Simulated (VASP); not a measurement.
# BiPdCl (P4/nmm) in VASP: further runs, part 2 of 2

VASP 6.6.1.

## 4. Single point, RPBE

INCAR

```
SYSTEM = BiPdCl
PREC = Accurate
ENCUT = 520
EDIFF = 1E-6
ISMEAR = 1
SIGMA = 0.0216
LREAL = .False.
LASPH = .True.
NELM = 100
ALGO = Normal
ISIF = 2
LWAVE = .False.
LCHARG = .False.
GGA = RP
NBANDS = 41
```

KPOINTS

```
Automatic mesh
0
Gamma
  5 5 3
  0 0 0
```

POSCAR

```
BiPdCl
1.0
    3.9954691500      0.0000000000      0.0000000000
    0.0000000000      3.9954691500      0.0000000000
    0.0000000000      0.0000000000      7.5698215000
Bi Pd Cl
2 2 2
Direct
    0.0000000000      0.5000000000      0.1710000000
    0.5000000000      0.0000000000      0.8290000000
    0.0000000000      0.0000000000      0.0000000000
    0.5000000000      0.5000000000      0.0000000000
    0.0000000000      0.5000000000      0.6500000000
    0.5000000000      0.0000000000      0.3500000000
```

Potentials or basis: VASP PAW PBE potentials, release 64 (Bi_d, Pd, Cl).

Command:

```sh
$ cat potpaw_PBE.64/Bi_d/POTCAR potpaw_PBE.64/Pd/POTCAR potpaw_PBE.64/Cl/POTCAR > POTCAR
$ mpirun -np 1 vasp_std > vasp.out
```

OUTCAR:

```text
SYSTEM = BiPdCl
   PREC = Accurate
   ENCUT = 520
   EDIFF = 1E-6
   ISMEAR = 1
   LREAL = .False.
   LASPH = .True.
   NELM = 100
   ISIF = 2
   GGA = RP

 ion  position               nearest neighbor table
   1  0.000  0.500  0.171-   3 2.38   4 2.38   3 2.38   4 2.38   6 3.13   6 3.13   6 3.13   6 3.13
                             2 3.83   2 3.83   2 3.83   2 3.83
   2  0.500  0.000  0.829-   3 2.38   4 2.38   4 2.38   3 2.38   5 3.13   5 3.13   5 3.13   5 3.13
                             1 3.83   1 3.83   1 3.83   1 3.83
   3  0.000  0.000  0.000-   1 2.38   2 2.38   1 2.38   2 2.38   4 2.83   4 2.83   4 2.83   4 2.83

   4  0.500  0.500  0.000-   1 2.38   2 2.38   2 2.38   1 2.38   3 2.83   3 2.83   3 2.83   3 2.83

   5  0.000  0.500  0.650-   2 3.13   2 3.13   2 3.13   2 3.13
   6  0.500  0.000  0.350-   1 3.13   1 3.13   1 3.13   1 3.13

  LATTYP: Found a simple tetragonal cell.
 ALAT       =     3.9954691500
 C/A-ratio  =     1.8946014137

  Lattice vectors:

 A1 = (   3.9954691500,   0.0000000000,   0.0000000000)
 A2 = (   0.0000000000,   3.9954691500,   0.0000000000)
 A3 = (   0.0000000000,   0.0000000000,   7.5698215000)

Analysis of symmetry for initial positions (statically):
=====================================================================
 Subroutine PRICEL returns:
 Original cell was already a primitive cell.

 Routine SETGRP: Setting up the symmetry group for a
 simple tetragonal supercell.

 Subroutine GETGRP returns: Found 16 space group operations
 (whereof  8 operations were pure point group operations)
 out of a pool of 16 trial point group operations.

The static configuration has the point symmetry D_2d.
 The point group associated with its full space group is D_4h.

Analysis of symmetry for dynamics (positions and initial velocities):
=====================================================================
 Subroutine PRICEL returns:
 Original cell was already a primitive cell.

[... 124 lines left out ...]
  volume/ion in A,a.u.               =      20.14       135.91
  Fermi-wavevector in a.u.,A,eV,Ry     =   1.324528  2.502995 23.869707  1.754374
  Thomas-Fermi vector in A             =   2.454056
   LORBIT       =      0    0 simple, 1 ext, 2 COOP (PROOUT), +10 PAW based schemes
   GGA     = RP    functional components
   LHFCALC =     F    Hartree Fock is set to
   AEXX    =    0.0000 exact exchange contribution
   IVDW    =     0    specifies the selected vdW correction
   LEPSILON=     F    determine dielectric tensor
   LRPA    =     F    only Hartree local field effects (RPA)
 non-spin polarized calculation
 Methfessel and Paxton  Order N= 1 SIGMA  =   0.02
  energy-cutoff  :      520.00
  volume of cell :      120.84
 maximum number of plane-waves:      3301
 NGX is ok and might be reduce to    30
   NGX = 15   NGY = 15   NGZ = 29

 number of electron      63.9999999 magnetization

 Free energy of the ion-electron system (eV)
  ---------------------------------------------------
  ext. energy  EPLUGINS =         0.00000000
  ---------------------------------------------------
  free energy    TOTEN  =       -14.49792427 eV

  energy without entropy =      -14.49774505  energy(sigma->0) =      -14.49786453

 E-fermi :   7.8978     XC(G=0): -10.6818

 val. band max:        7.8882078195   @ k =   0.2000   0.2000   0.0000
 cond. band min:       7.9582740987   @ k =   0.2000   0.0000   0.0000
 fundamental gap:      0.0700662792
 Fermi energy:         7.8977894214

 k-point     1 :       0.0000    0.0000    0.0000
  band No.  band energies     occupation
      1     -15.4061      2.00000
      2     -15.3624      2.00000
      3     -15.2777      2.00000
      4     -15.2677      2.00000
      5     -15.2677      2.00000
      6     -15.2646      2.00000
[... 517 lines left out ...]
     40      17.2966      0.00000
     41      17.5690      0.00000

------------------------ aborting loop because EDIFF is reached ----------------------------------------

  FORCE on cell =-STRESS in cart. coord.  units (eV):
  Direction    XX          YY          ZZ          XY          YZ          ZX
  --------------------------------------------------------------------------------------
  -------------------------------------------------------------------------------------
  Total       40.2579323     40.2579323     34.7423952      0.0000000     -0.0000000      0.0000000
  in kB      533.7536350    533.7536350    460.6267299      0.0000000     -0.0000000      0.0000000
  external PRESSURE =     509.3780000 kB  Pullay stress =       0.0000000 kB

 VOLUME and BASIS-vectors are now :
 -----------------------------------------------------------------------------
  energy-cutoff  :      520.00
  volume of cell :      120.84
      direct lattice vectors                 reciprocal lattice vectors
     3.995469150  0.000000000  0.000000000     0.250283499  0.000000000  0.000000000
     0.000000000  3.995469150  0.000000000     0.000000000  0.250283499  0.000000000
     0.000000000  0.000000000  7.569821500     0.000000000  0.000000000  0.132103511

 POSITION                                       TOTAL-FORCE (eV/Angst)
 -----------------------------------------------------------------------------------
      0.00000      1.99773      1.29444        -0.000000      0.000000     11.526274
      1.99773      0.00000      6.27538         0.000000      0.000000    -11.526274
      0.00000      0.00000      0.00000         0.000000     -0.000000     -0.000000
      1.99773      1.99773      0.00000        -0.000000      0.000000     -0.000000
      0.00000      1.99773      4.92038        -0.000000      0.000000     -0.538084
      1.99773      0.00000      2.64944        -0.000000     -0.000000      0.538084
 -----------------------------------------------------------------------------------
    total drift:                                0.000000      0.000000      0.000000

  FREE ENERGIE OF THE ION-ELECTRON SYSTEM (eV)
  ---------------------------------------------------
  free  energy   TOTEN  =       -14.4979242701 eV

  energy  without entropy=      -14.4977450478  energy(sigma->0) =      -14.49786453
```

Wall time 55 s (1 thread of Intel Xeon Platinum 8375C at 2.90GHz (Ice Lake), shared host); peak memory 0.23 GiB.

Results:

- Free energy: -14.4979 eV
- Pressure: 50.9 GPa
- Largest force: 11.526 eV/Å
- Band gap on the k mesh: zero (band 32 reaches 8.14 eV, above the bottom of band 33 at 7.88 eV)

Forces in eV/Å, atoms in the order of the input:
```
Bi    0.000   0.000  11.526
Bi    0.000   0.000 -11.526
Pd    0.000   0.000   0.000
Pd    0.000   0.000   0.000
Cl    0.000   0.000  -0.538
Cl    0.000   0.000   0.538
```

Levels at points of the mesh, in eV from the Fermi level:
| k point | band 30 | band 31 | band 32 | band 33 | band 34 | band 35 |
| --- | --- | --- | --- | --- | --- | --- |
| (0.00, 0.00, 0.00) | -1.27 | -0.08 | 0.12 | 0.12 | 2.84 | 4.95 |

Caveat: the PAW data sets were made with another functional, which shifts forces and pressure a little; spin-orbit coupling is left out, which moves the levels of the heavy elements.

## 5. Single point, PBE

INCAR

```
ALGO = Normal
EDIFF = 1E-6
ENCUT = 520
GGA = PE
ISIF = 2
ISMEAR = 1
LASPH = T
LCHARG = F
LREAL = F
LWAVE = F
NBANDS = 41
NELM = 100
PREC = Accurate
SIGMA = 0.0216
```

KPOINTS

```
k-points
0
Gamma
  5 5 3
```

POSCAR is that of step 4.

Command:

```sh
$ cat potpaw_PBE.64/Bi_d/POTCAR potpaw_PBE.64/Pd/POTCAR potpaw_PBE.64/Cl/POTCAR > POTCAR
$ mpirun -np 1 vasp_std > vasp.out
```

It took 51 s on 1 thread of Intel Xeon Platinum 8375C at 2.90GHz (Ice Lake), shared host; peak memory 0.23 GiB.

It converged, with:

| Quantity | Value |
| --- | --- |
| Free energy | -17.4505 eV |
| Pressure | 47.9 GPa |
| Largest force | 11.331 eV/Å |
| Band gap on the k mesh | zero (band 32 reaches 8.03 eV, above the bottom of band 33 at 7.76 eV) |

Forces in eV/Å, atoms in the order of the input:
```
Bi    0.000   0.000  11.331
Bi    0.000   0.000 -11.331
Pd    0.000   0.000   0.000
Pd    0.000   0.000   0.000
Cl    0.000   0.000  -0.502
Cl    0.000   0.000   0.502
```

Stress tensor (GPa, compression positive):
```
50.30  0.00  0.00
 0.00 50.30  0.00
 0.00  0.00 43.15
```

Levels at points of the mesh, in eV from the Fermi level:
| k point | band 28 | band 29 | band 30 | band 31 | band 32 | band 33 | band 34 | band 35 | band 36 | band 37 |
| --- | --- | --- | --- | --- | --- | --- | --- | --- | --- | --- |
| (0.00, 0.00, 0.00) | -1.94 | -1.94 | -1.25 | -0.08 | 0.12 | 0.12 | 2.78 | 4.93 | 4.93 | 5.15 |

Caveat: spin-orbit coupling is left out, which moves the levels of the heavy elements; forces of over 1 eV/Å act on the atoms, so gaps and moduli don't describe the material at rest.

## 6. The runs side by side

| level | gap on the mesh (eV) | pressure (GPa) | largest force (eV/Å) |
| --- | --- | --- | --- |
| PBE | none | 47.9 | 11.33 |
| revPBE+D3(BJ) | none | 43.1 | 11.47 |
| RPBE | none | 50.9 | 11.53 |

Alike in all rows: task single point; potentials or basis VASP PAW PBE potentials, release 64 (Bi_d, Pd, Cl); no spin polarisation; cell as given; k mesh 5 × 5 × 3; cutoff (eV) 520; smearing methfessel-paxton 0.0216 eV.

Every run on the cell as given and a fine mesh finds a metal. The pressure there spans 43.1 GPa (revPBE+D3(BJ)) to 50.9 GPa (RPBE); a positive pressure means that this level wants a larger cell, a negative one a smaller.

Caveats: spin-orbit coupling is left out, which moves the levels of the heavy elements; the PAW data sets were made with another functional, which shifts forces and pressure a little (some runs); forces of over 1 eV/Å act on the atoms, so gaps and moduli don't describe the material at rest (some runs); pairwise dispersion overbinds metals, which lowers pressure and volume (some runs).

Total energies depend on the potentials used, so only differences within one code and one set of settings carry meaning.
